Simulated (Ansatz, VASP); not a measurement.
# Se in VASP and in Ansatz

```xyz
1
Lattice="0.0000 2.1662 2.1662 2.1662 0.0000 2.1662 2.1662 2.1662 0.0000" Properties=species:S:1:pos:R:3 pbc="T T T"
Se    0.0000    0.0000    0.0000
```

Alike in both runs: task electric field gradients; functional PBE; k mesh 16 × 16 × 16; occupations fermi-dirac, width 0.03 eV; no spin polarisation.

|  | VASP | Ansatz |
| --- | --- | --- |
| version | VASP 6.6.1 | Ansatz 0.2.0 |
| potentials or method | VASP PAW PBE potentials, release 64 (Se), cutoff 520 eV | all-electron PAW with datasets made for the crystal, scalar-relativistic |

|  | VASP | Ansatz | Ansatz less VASP |
| --- | --- | --- | --- |
| pressure (GPa) | 0.0 | 0.0 | -0.01 |

Ansatz ran all-electron here, and VASP with PAW potentials.
